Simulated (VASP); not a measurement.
# GaN: single point with r2SCANh

The system is GaN.

```
Ga N
1.0
     2.98064    0.00000    0.00000
    -1.49032    2.58131    0.00000
     0.00000    0.00000    2.68337
Ga N
1 1
Direct
  0.66667 0.33333 0.50000
  0.00000 0.00000 0.00000
```

| Property | Result |
| --- | --- |
| Program | VASP 6.6.1 |
| Task | single point |
| Functional | r2SCANh |
| Potentials or basis | VASP PAW PBE potentials, release 64 (Ga_d, N) |
| Cutoff | 520 eV |
| k mesh | 5 × 5 × 5 |
| Occupations | fermi-dirac, width 0.05 eV |
| Spin | no spin polarisation |

The pressure is -10.5 GPa and the band gap on the k mesh is 0.34 eV (least direct gap 1.68 eV).

Stress tensor (GPa, compression positive):
```
-10.71   0.00   0.00
  0.00 -10.70   0.00
  0.00   0.00 -10.11
```

Levels at points of the mesh, in eV from the valence-band top:
```tsv
k point	band 7	band 8	band 9	band 10	band 11	band 12
(0.00, 0.00, 0.00)	-1.60	-1.34	-1.34	0.34	10.59	10.59
```

It took 25 min on 1 thread of Intel(R) Xeon(R) Platinum 8488C (Sapphire Rapids), on a shared host, peak memory 0.14 GiB.

Caveat: the k points lie up to 0.49 Å⁻¹ apart; the PAW data sets were made with another functional, which shifts forces and pressure a little. A k mesh can miss the band edges.
